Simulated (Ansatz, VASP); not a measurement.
One calculation of EuS, two programs

The input POSCAR:

```
EuS
1.0
    0.0000000000      3.0511748259      3.0511748259
    3.0511748259      0.0000000000      3.0511748259
    3.0511748259      3.0511748259      0.0000000000
Eu S
1 1
Direct
    0.0000000000      0.0000000000      0.0000000000
    0.5000000000      0.5000000000      0.5000000000
```

File INCAR.step1:

```
SYSTEM = EuS
PREC = Accurate
ENCUT = 800
ISMEAR = 1
SIGMA = 0.1
LREAL = .FALSE.
LASPH = .TRUE.
NELM = 200
ISPIN = 2
MAGMOM = 7 0
LMAXMIX = 6
NBANDS = 22
GGA = PE
ALGO = Normal
EDIFF = 1E-5
LWAVE = .TRUE.
LCHARG = .FALSE.
GGA_COMPAT = .FALSE.
```

INCAR.step2

```
SYSTEM = EuS
PREC = Accurate
ENCUT = 800
EDIFF = 1E-6
ISMEAR = 1
SIGMA = 0.1
LREAL = .FALSE.
LASPH = .TRUE.
NELM = 200
ALGO = Normal
ISIF = 2
LWAVE = .FALSE.
LCHARG = .FALSE.
ISPIN = 2
MAGMOM = 7 0
LORBIT = 11
LMAXMIX = 6
METAGGA = R2SCAN
LMIXTAU = .TRUE.
NBANDS = 22
ISTART = 1
GGA_COMPAT = .FALSE.
```

KPOINTS

```
regular mesh
0
G
  8 8 8
  0 0 0
```

Input for Ansatz:

```yaml
crystal:
  lattice:
    - [0.0, 3.051174825921328, 3.051174825921328]
    - [3.051174825921328, 0.0, 3.051174825921328]
    - [3.051174825921328, 3.051174825921328, 0.0]
  atoms:
    - { symbol: Eu, position: [0.0, 0.0, 0.0], spin: 7.0 }
    - { symbol: S, position: [0.5, 0.5, 0.5] }
basis:
  ecutwfc: 750.0
  ecutrho_ratio: 6
kpoints:
  mp_grid:
    grid: [8, 8, 8]
hamiltonian:
  xc: r2scan
  pseudopotentials:
    kind: paw
magnetization:
  spin_polarized: true
scf:
  occupations:
    method: cold
    width: 0.1
  initial_density:
    normalization: atom
```

Alike in both runs: task single point; functional r2SCAN; k mesh 8 × 8 × 8; collinear spin.

|  | VASP | Ansatz |
| --- | --- | --- |
| version | VASP 6.6.1 | Ansatz 0.2.0 |
| potentials or method | VASP PAW PBE potentials, release 64 (Eu, S), cutoff 800 eV | plane waves, PAW |
| occupations | methfessel-paxton of order 1, width 0.1 eV | cold, width 0.1 eV |
| valence electrons in the cell | 23 | 23 |

```csv
,VASP,Ansatz,Ansatz less VASP
net moment per atom (μB),3.50,3.50,0.000
size of the moment on the site where the two differ most (μB),6.56,6.86,+0.302
```

VASP's potentials were made for PBE, not for r2SCAN. Site moments also hang on the region over which each program counts them. Ansatz's warnings: stability check not made.

Neither program's run includes spin-orbit coupling.
